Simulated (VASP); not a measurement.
# CoO (P6_3/mmc) in VASP: further runs, part 2 of 2

VASP 6.6.1. The steps go on from the part before.

### 3 Single point, PBEsol, collinear spin, ferromagnetic start

This run uses another cell than the first one, of 7.23 Å³/atom, 0.800 times its volume.

The input, INCAR:

```
SYSTEM = CoO
ALGO = Normal
EDIFF = 1E-6
ENCUT = 520
GGA = PS
ISIF = 2
ISMEAR = 0
ISPIN = 2
LASPH = .True.
LCHARG = .False.
LMAXMIX = 4
LORBIT = 11
LREAL = .False.
LWAVE = .False.
MAGMOM = 3 3 0 0
NBANDS = 27
NELM = 150
PREC = Accurate
SIGMA = 0.1
```

The input, KPOINTS:

```
k-points
0
Gamma
  18 18 10
  0 0 0
```

The input, POSCAR:

```
CoO
1.0
    2.6468331046      0.0000000000      0.0000000000
   -1.3234165523      2.2922247082      0.0000000000
    0.0000000000      0.0000000000      4.7670915815
Co O
2 2
Direct
    0.0000000000      0.0000000000      0.0000000000
    0.0000000000      0.0000000000      0.5000000000
    0.3333333333      0.6666666667      0.2500000000
    0.6666666667      0.3333333333      0.7500000000
```

Potentials or basis: VASP PAW PBE potentials, release 64 (Co, O).

Command:

```sh
$ cat potpaw_PBE.64/Co/POTCAR potpaw_PBE.64/O/POTCAR > POTCAR
$ mpirun -np 1 vasp_std > vasp.out
```

OUTCAR:

```text
SYSTEM = CoO
   EDIFF = 1E-6
   ENCUT = 520
   GGA = PS
   ISIF = 2
   ISMEAR = 0
   ISPIN = 2
   LASPH = .True.
   LORBIT = 11
   LREAL = .False.
   NELM = 150
   PREC = Accurate

 ion  position               nearest neighbor table
   1  0.000  0.000  0.000-   3 1.94   4 1.94   4 1.94   3 1.94   4 1.94   3 1.94   2 2.38   2 2.38

   2  0.000  0.000  0.500-   3 1.94   4 1.94   4 1.94   3 1.94   4 1.94   3 1.94   1 2.38   1 2.38

   3  0.333  0.667  0.250-   1 1.94   2 1.94   1 1.94   2 1.94   1 1.94   2 1.94
   4  0.667  0.333  0.750-   1 1.94   2 1.94   1 1.94   2 1.94   1 1.94   2 1.94

  LATTYP: Found a hexagonal cell.
 ALAT       =     2.6468331046
 C/A-ratio  =     1.8010548429

  Lattice vectors:

 A1 = (   2.6468331046,   0.0000000000,   0.0000000000)
 A2 = (  -1.3234165523,   2.2922247082,   0.0000000000)
 A3 = (   0.0000000000,   0.0000000000,   4.7670915815)

Analysis of symmetry for initial positions (statically):
=====================================================================
 Subroutine PRICEL returns:
 Original cell was already a primitive cell.

 Routine SETGRP: Setting up the symmetry group for a
 hexagonal supercell.

 Subroutine GETGRP returns: Found 24 space group operations
 (whereof 12 operations were pure point group operations)
 out of a pool of 24 trial point group operations.

The static configuration has the point symmetry D_3d.
 The point group associated with its full space group is D_6h.

Analysis of symmetry for dynamics (positions and initial velocities):
=====================================================================
 Subroutine PRICEL returns:
 Original cell was already a primitive cell.

 Routine SETGRP: Setting up the symmetry group for a
 hexagonal supercell.

 Subroutine GETGRP returns: Found 24 space group operations
 (whereof 12 operations were pure point group operations)
 out of a pool of 24 trial point group operations.

The dynamic configuration has the point symmetry D_3d.
 The point group associated with its full space group is D_6h.

Analysis of structural, dynamic, and magnetic symmetry:
=====================================================================
 Subroutine PRICEL returns:
 Original cell was already a primitive cell.

 Routine SETGRP: Setting up the symmetry group for a
 hexagonal supercell.

 Subroutine GETGRP returns: Found 24 space group operations
 (whereof 12 operations were pure point group operations)
 out of a pool of 24 trial point group operations.

The overall configuration has the point symmetry D_3d.
 The point group associated with its full space group is D_6h.

 Subroutine INISYM returns: Found 24 space group operations
 (whereof 12 operations are pure point group operations),
 and found     1 'primitive' translations

----------------------------------------------------------------------------------------

                                     Primitive cell

  volume of cell :      28.9226

  direct lattice vectors                    reciprocal lattice vectors
     2.646833105  0.000000000  0.000000000     0.377809994  0.218128702  0.000000000
    -1.323416552  2.292224708  0.000000000     0.000000000  0.436257404  0.000000000
     0.000000000  0.000000000  4.767091581     0.000000000  0.000000000  0.209771510

  length of vectors
[... 81 lines left out ...]
   LNONCOLLINEAR =      F non collinear calculations
   LSORBIT =      F    spin-orbit coupling
   LASPH  =      T    aspherical Exc in radial PAW
   ENCUT  =  520.0 eV  38.22 Ry    6.18 a.u.   4.92  4.92  8.86*2*pi/ulx,y,z
   NELM   =    150;   NELMIN=  2; NELMDL= -5     # of ELM steps
   EDIFF  = 0.1E-05   stopping-criterion for ELM
   LREAL  =      F    real-space projection
   EDIFFG = 0.1E-04   stopping-criterion for IOM
   NSW    =      0    number of steps for IOM
   IBRION =     -1    ionic relax: 0-MD 1-quasi-New 2-CG
   NFREE  =      0    steps in history (QN), initial steepest desc. (CG)
   ISIF   =      2    stress and relaxation
   ISYM   =      2    0-nonsym 1-usesym 2-fastsym
   POTIM  = 0.5000    time-step for ionic-motion
   TEBEG  =    0.0;   TEEND  =   0.0 temperature during run
   PSTRESS=    0.0 pullay stress
   NELECT =      30.0000    total number of electrons
   NUPDOWN=      -1.0000    fix difference up-down
   EMIN   =  10.00;   EMAX   =-10.00  energy-range for DOS
   EFERMI =   0.00;   METHOD = LEGACY
   ISMEAR =     0;   SIGMA  =   0.10  broadening in eV -4-tet -1-fermi 0-gaus
   EFERMI_NEDOS =   21; number of points for ismear=-14 and -15
   IALGO  =     38    algorithm
   IMIX   =      4    mixing-type and parameters
     AMIX     =   0.40;   BMIX     =  1.00
     AMIX_MAG =   1.60;   BMIX_MAG =  1.00
  volume/ion in A,a.u.               =       7.23        48.79
  Fermi-wavevector in a.u.,A,eV,Ry     =   1.657179  3.131615 37.364908  2.746243
  Thomas-Fermi vector in A             =   2.744977
   LORBIT       =     11    0 simple, 1 ext, 2 COOP (PROOUT), +10 PAW based schemes
   GGA     = PS    functional components
   LHFCALC =     F    Hartree Fock is set to
   AEXX    =    0.0000 exact exchange contribution
   IVDW    =     0    specifies the selected vdW correction
   LEPSILON=     F    determine dielectric tensor
   LRPA    =     F    only Hartree local field effects (RPA)
 spin polarized calculation
 Gauss-broadening in eV      SIGMA  =   0.10
  energy-cutoff  :      520.00
  volume of cell :       28.92
 maximum number of plane-waves:       798
 NGX is ok and might be reduce to    20
   NGX =  9   NGY =  9   NGZ = 17

 number of electron      30.0000007 magnetization       2.3381715

 Free energy of the ion-electron system (eV)
  ---------------------------------------------------
  ext. energy  EPLUGINS =         0.00000000
  ---------------------------------------------------
  free energy    TOTEN  =       -27.27309748 eV

  energy without entropy =      -27.25310873  energy(sigma->0) =      -27.26310311

 E-fermi :  12.4369     XC(G=0): -14.4145

 val. band max:       12.4361102801   @ k =   0.2778   0.1667   0.3000
 cond. band min:      12.4374022117   @ k =   0.0556   0.0556   0.2000
 fundamental gap:      0.0012919316
 Fermi energy:        12.4369273007

 spin component 1

 k-point     1 :       0.0000    0.0000    0.0000
  band No.  band energies     occupation
      1     -10.9944      1.00000
      2      -9.2097      1.00000
      3       1.1589      1.00000
      4       4.9133      1.00000
      5       4.9133      1.00000
      6       7.0408      1.00000
[... 709 lines left out ...]
     26      32.5206      0.00000
     27      32.8139      0.00000

 [... further k-points ...]

 spin component 2

 k-point     1 :       0.0000    0.0000    0.0000
  band No.  band energies     occupation
      1     -10.8362      1.00000
      2      -9.0431      1.00000
      3       1.3700      1.00000
      4       5.4295      1.00000
      5       5.4295      1.00000
      6       7.2162      1.00000
[... 709 lines left out ...]
     26      32.6826      0.00000
     27      33.0144      0.00000

 [... further k-points ...]
[... 5 lines left out ...]
  --------------------------------------------------------------------------------------
  -------------------------------------------------------------------------------------
  Total        9.8490904      9.8490904      9.8114178      0.0000000     -0.0000000      0.0000000
  in kB      545.5938447    545.5938447    543.5069601      0.0000000     -0.0000000      0.0000000
  external PRESSURE =     544.8982165 kB  Pullay stress =       0.0000000 kB

 VOLUME and BASIS-vectors are now :
 -----------------------------------------------------------------------------
  energy-cutoff  :      520.00
  volume of cell :       28.92
      direct lattice vectors                 reciprocal lattice vectors
     2.646833105  0.000000000  0.000000000     0.377809994  0.218128702  0.000000000
    -1.323416552  2.292224708  0.000000000     0.000000000  0.436257404  0.000000000
     0.000000000  0.000000000  4.767091581     0.000000000  0.000000000  0.209771510

 POSITION                                       TOTAL-FORCE (eV/Angst)
 -----------------------------------------------------------------------------------
      0.00000      0.00000      0.00000        -0.000000      0.000000     -0.000000
      0.00000      0.00000      2.38355        -0.000000      0.000000     -0.000000
     -0.00000      1.52815      1.19177        -0.000000      0.000000      0.000000
      1.32342      0.76407      3.57532         0.000000     -0.000000      0.000000
 -----------------------------------------------------------------------------------
    total drift:                                0.000000     -0.000000      0.000000

  FREE ENERGIE OF THE ION-ELECTRON SYSTEM (eV)
  ---------------------------------------------------
  free  energy   TOTEN  =       -27.2730974819 eV

  energy  without entropy=      -27.2531087291  energy(sigma->0) =      -27.26310311

 total charge

# of ion       s       p       d       tot
------------------------------------------
    1        0.403   0.630   7.577   8.611
    2        0.403   0.630   7.577   8.611
    3        1.561   3.495   0.000   5.056
    4        1.561   3.495   0.000   5.056
--------------------------------------------------
tot          3.928   8.251  15.155  27.334

 magnetization (x)

# of ion       s       p       d       tot
------------------------------------------
    1        0.010   0.008   1.054   1.072
    2        0.010   0.008   1.054   1.072
    3        0.027   0.052   0.000   0.080
    4        0.027   0.052   0.000   0.080
--------------------------------------------------
tot          0.074   0.120   2.109   2.303
```

stdout:

```text
POSCAR found type information on POSCAR CoO
 POSCAR found :  2 types and       4 ions
 scaLAPACK will be used
 -----------------------------------------------------------------------------
|                                                                             |
|                                                                             |
|     You enforced a specific xc type in the INCAR file but a different       |
|     I HOPE YOU KNOW WHAT YOU ARE DOING!                                     |
|                                                                             |
 -----------------------------------------------------------------------------

 LDA part: xc-table for (Slater+PW92), standard interpolation
 POSCAR, INCAR and KPOINTS ok, starting setup
 FFT: planning ... GRIDC
 FFT: planning ... GRID_SOFT
 FFT: planning ... GRID
 WAVECAR not read
 entering main loop
```

It took 11 min on 1 thread of AMD EPYC 7R13, shared host; peak memory 0.31 GiB.

Results:

| Item | Value |
| --- | --- |
| Free energy | -27.2731 eV |
| Pressure | 54.5 GPa |
| Net moment | 2.34 μB per cell |
| Site moments | Co +1.07; O +0.08 μB |
| Valence electrons inside the program's atomic spheres | Co 8.61; O 5.06 |

Stress tensor (GPa, compression positive):
```
54.56  0.00  0.00
 0.00 54.56  0.00
 0.00  0.00 54.35
```

Levels at points of the mesh, in eV from the Fermi level:
Spin up:
```tsv
k point	band 14	band 15	band 16	band 17	band 18	band 19
(0.00, 0.00, 0.00)	-1.52	-1.52	-0.68	1.08	1.08	2.91
(0.50, 0.00, 0.00)	-0.96	-0.76	-0.56	1.21	1.34	6.67
(0.00, 0.00, 0.50)	-2.27	-0.29	-0.29	-0.29	-0.29	5.46
(0.50, 0.00, 0.50)	-1.10	-0.27	-0.27	0.32	0.32	6.94
```
Spin down:
```csv
k point,band 11,band 12,band 13,band 14,band 15,band 16,band 17,band 18
"(0.00, 0.00, 0.00)",-1.99,-1.79,-1.79,-0.39,-0.39,0.42,2.14,2.14
"(0.50, 0.00, 0.00)",-0.63,-0.34,-0.25,-0.03,0.42,0.62,2.32,2.54
"(0.00, 0.00, 0.50)",-1.49,-1.49,-1.49,-1.49,0.81,0.81,0.81,0.81
"(0.50, 0.00, 0.50)",-0.21,-0.21,-0.14,-0.14,0.91,0.91,1.55,1.55
```

Caveat: the PAW data sets were made with another functional, which shifts forces and pressure a little; semilocal functionals often make such compounds metallic where correlation or magnetic order opens a gap, which also shifts bond lengths. With open d or f shells a metallic result of PBEsol can be an artefact of self-interaction; +U or a hybrid may open a gap.

### 4 Single point, PBEsol, collinear spin, ferromagnetic start

This run uses another cell than the first one, of 7.77 Å³/atom, 0.860 times its volume.

The input, INCAR:

```
  ALGO = Normal
  EDIFF = 1E-7
  ENCUT = 520
  GGA = PS
  ISIF = 2
  ISMEAR = 0
  ISPIN = 2
  LASPH = T
  LCHARG = T
  LELF = T
  LMAXMIX = 4
  LORBIT = 11
  LREAL = F
  LVHAR = T
  LWAVE = F
  MAGMOM = 3 3 0 0
  NBANDS = 27
  NELM = 150
  PREC = Accurate
  SIGMA = 0.1
```

The input, KPOINTS:

```
k-points
0
Gamma
  18 18 10
```

The input, POSCAR:

```
CoO
1.0
    2.7114153222      0.0000000000      0.0000000000
   -1.3557076611      2.3481545493      0.0000000000
    0.0000000000      0.0000000000      4.8834076973
Co O
2 2
Direct
    0.0000000000      0.0000000000      0.0000000000
    0.0000000000      0.0000000000      0.5000000000
    0.3333333333      0.6666666667      0.2500000000
    0.6666666667      0.3333333333      0.7500000000
```

Command:

```sh
$ cat potpaw_PBE.64/Co/POTCAR potpaw_PBE.64/O/POTCAR > POTCAR
$ mpirun -np 1 vasp_std > vasp.out
```

Wall time 3 min (1 thread of Intel Xeon 6975P-C (Granite Rapids), shared host); peak memory 0.35 GiB.

It converged, with:

| Quantity | Value |
| --- | --- |
| Free energy | -27.8436 eV |
| Pressure | 30.3 GPa |
| Net moment | 3.51 μB per cell |
| Site moments | Co +1.59; O +0.14 μB |
| Valence electrons inside the program's atomic spheres | Co 8.38; O 5.02 |

Stress tensor (GPa, compression positive):
```
31.10  0.00  0.00
 0.00 31.10  0.00
 0.00  0.00 28.76
```

Levels at points of the mesh, in eV from the Fermi level:
Spin up:
```csv
k point,band 14,band 15,band 16,band 17,band 18,band 19,band 20,band 21
"(0.00, 0.00, 0.00)",-1.78,-1.78,-1.03,0.67,0.67,2.30,6.34,10.16
"(0.50, 0.00, 0.00)",-1.27,-1.15,-0.95,0.79,0.84,6.38,9.76,9.93
"(0.00, 0.00, 0.50)",-2.38,-0.57,-0.57,-0.57,-0.57,4.91,4.91,11.98
"(0.50, 0.00, 0.50)",-1.41,-0.59,-0.59,-0.16,-0.16,6.57,6.57,11.37
```
Spin down:
```csv
k point,band 10,band 11,band 12,band 13,band 14,band 15,band 16,band 17
"(0.00, 0.00, 0.00)",-1.63,-1.63,-1.40,-1.40,-0.10,-0.10,0.55,2.25
"(0.50, 0.00, 0.00)",-1.77,-0.32,-0.16,-0.05,0.18,0.54,0.73,2.41
"(0.00, 0.00, 0.50)",-1.36,-1.20,-1.20,-1.20,-1.20,1.05,1.05,1.05
"(0.50, 0.00, 0.50)",-2.33,-0.06,-0.06,0.03,0.03,1.14,1.14,1.64
```

Caveat: the PAW data sets were made with another functional, which shifts forces and pressure a little; semilocal functionals often make such compounds metallic where correlation or magnetic order opens a gap, which also shifts bond lengths. With open d or f shells a metallic result of PBEsol can be an artefact of self-interaction; +U or a hybrid may open a gap.

### 5 Summary

| spin | cell | gap on the mesh (eV) | pressure (GPa) | moment (μB) |
| --- | --- | --- | --- | --- |
| off | a = 2.851, b = 2.851, c = 5.135 Å, angles 90.0, 90.0, 120.0°, 4 atoms | none | -19.3 | - |
| collinear, ferromagnetic start | a = 2.647, b = 2.647, c = 4.767 Å, angles 90.0, 90.0, 120.0°, 4 atoms | none | 54.5 | 2.34 |
| collinear, ferromagnetic start | a = 2.711, b = 2.711, c = 4.883 Å, angles 90.0, 90.0, 120.0°, 4 atoms | none | 30.3 | 3.51 |

Alike in all rows: task single point; level PBEsol; potentials or basis VASP PAW PBE potentials, release 64 (Co, O); k mesh 18 × 18 × 10; cutoff (eV) 520; smearing gaussian 0.1 eV.

Caveats: the PAW data sets were made with another functional, which shifts forces and pressure a little; semilocal functionals often make such compounds metallic where correlation or magnetic order opens a gap, which also shifts bond lengths.

Total energies depend on the potentials used, so only differences within one code and one set of settings carry meaning.
